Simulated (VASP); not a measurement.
## B: single point with PBE

B:

```
B
1.0
    -2.85757    2.85757    2.85757
     2.85757   -2.85757    2.85757
     2.85757    2.85757   -2.85757
B
12
Direct
  0.12500 0.75000 0.87500
  0.75000 0.37500 0.62500
  0.62500 0.37500 0.25000
  0.75000 0.87500 0.12500
  0.12500 0.87500 0.25000
  0.25000 0.12500 0.87500
  0.87500 0.12500 0.75000
  0.37500 0.62500 0.75000
  0.37500 0.25000 0.62500
  0.87500 0.25000 0.12500
  0.25000 0.62500 0.37500
  0.62500 0.75000 0.37500
```

```json
{"Program": "VASP 6.6.1", "Task": "single point", "Functional": "PBE", "Potentials or basis": "VASP PAW PBE potentials, release 64 (B)", "Cutoff": "520 eV", "k mesh": "10 × 10 × 10", "Occupations": "gaussian, width 0.1 eV", "Spin": "no spin polarisation", "Dipole correction": "no", "Further INCAR settings": "ALGO = Normal; EDIFF = 1e-06; NBANDS = 30"}
```

| Quantity | Value |
| --- | --- |
| Pressure | 0.0 GPa |
| Band gap on the k mesh | zero (band 18 reaches 6.29 eV, above the bottom of band 19 at 4.67 eV) |

Levels at points of the mesh, in eV from the Fermi level:
```
           k point  band 15  band 16  band 17  band 18  band 19  band 20  band 21  band 22
(0.00, 0.00, 0.00)    -2.02    -2.02     0.23     0.23     2.10     2.10     2.10     2.79
(0.50, 0.00, 0.00)    -1.76    -1.76    -1.08    -1.08    -0.04    -0.04     1.53     1.53
(0.50, 0.50, 0.50)    -1.11    -1.11    -1.11    -1.11     1.72     1.72     1.72     1.72
```

Wall time 100 s on 1 thread of Intel(R) Xeon(R) Platinum 8259CL CPU @ 2.50GHz (Skylake/Cascade Lake) (shared host), peak memory 0.27 GiB.
